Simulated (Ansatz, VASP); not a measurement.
# C: VASP beside Ansatz

The input POSCAR:

```
C
1.0
    0.0000000000      1.7801050042     -1.7801050042
   -1.7801050042      0.0000000000      1.7801050042
    3.5602100083      3.5602100083      3.5602100083
C
6
Direct
    0.3333333330      0.6666666670      0.2083333330
    0.6666666670      0.3333333330      0.5416666670
    0.0000000000      0.0000000000      0.8750000000
    0.0000000000      0.0000000000      0.1250000000
    0.3333333330      0.6666666670      0.4583333330
    0.6666666670      0.3333333330      0.7916666670
```

The input INCAR.step1:

```
PREC     = Accurate       # precision mode
ENCUT    = 520            # plane-wave cutoff, eV
ISMEAR   = -1             # smearing method
SIGMA    = 0.02           # smearing width, eV
LREAL    = F              # projectors in reciprocal space
LASPH    = T              # aspherical terms in the spheres
NELM     = 80             # most SCF steps
NBANDS   = 21             # bands
GGA      = PE             # functional
ALGO     = Normal         # electronic algorithm
EDIFF    = 1E-4           # SCF threshold, eV
LWAVE    = T              # write WAVECAR
LCHARG   = F              # write CHGCAR
```

Contents of INCAR.step2:

```
PREC     = Accurate       # precision mode
ENCUT    = 520            # plane-wave cutoff, eV
EDIFF    = 1E-7           # SCF threshold, eV
ISMEAR   = -1             # smearing method
SIGMA    = 0.02           # smearing width, eV
LREAL    = F              # projectors in reciprocal space
LASPH    = T              # aspherical terms in the spheres
NELM     = 80             # most SCF steps
ALGO     = Normal         # electronic algorithm
ISIF     = 2              # what is computed and relaxed
LWAVE    = F              # write WAVECAR
LCHARG   = T              # write CHGCAR
METAGGA  = R2SCAN         # meta-GGA
LMIXTAU  = T            
LELF     = T              # ELF
LVHAR    = T            
NBANDS   = 21             # bands
ISTART   = 1
```

File KPOINTS:

```
regular mesh
0
Gamma
  12 12 4
```

Input for Ansatz:

```yaml
crystal:
  lattice:
    - [0.0, 1.7801050042, -1.7801050042]
    - [-1.7801050042, 0.0, 1.7801050042]
    - [3.5602100083, 3.5602100083, 3.5602100083]
  atoms:
    - { symbol: C, position: [0.333333333, 0.666666667, 0.208333333] }
    - { symbol: C, position: [0.666666667, 0.333333333, 0.541666667] }
    - { symbol: C, position: [0.0, 0.0, 0.875] }
    - { symbol: C, position: [0.0, 0.0, 0.125] }
    - { symbol: C, position: [0.333333333, 0.666666667, 0.458333333] }
    - { symbol: C, position: [0.666666667, 0.333333333, 0.791666667] }
kpoints:
  mp_grid: { grid: [12, 12, 4] }
scf:
  occupations: { method: fermi_dirac, width: 0.02 }
hamiltonian:
  xc: r2scan
  pseudopotentials: { kind: paw }
output:
  forces: true
  stress: true
  eigenvalues: true
  write_density: true
  write_potential: true
  elf: true
  volumetric_format: npy
```

Alike in both runs: task single point; functional r2SCAN; k mesh 12 × 12 × 4; occupations fermi-dirac, width 0.02 eV; no spin polarisation.

|  | VASP | Ansatz |
| --- | --- | --- |
| version | VASP 6.6.1 | Ansatz 0.2.0 |
| potentials or method | VASP PAW PBE potentials, release 64 (C) | PAW with Ansatz's default frozen-core files, scalar-relativistic |
| plane-wave cutoff (eV) | 520 | 500 |
| valence electrons in the cell | 24 | 24 |

Ansatz gave:

```
gap on the k mesh at the Fermi level (eV) : 4.43
pressure (GPa)                            : 0.0
```

Task: What did VASP give for the same quantities?

Result: gap on the k mesh at the Fermi level (eV): 4.40; pressure (GPa): 1.1.

VASP's potentials were made for PBE, not for r2SCAN. With one functional, cell and mesh, what is left measures potentials, basis and numerics.
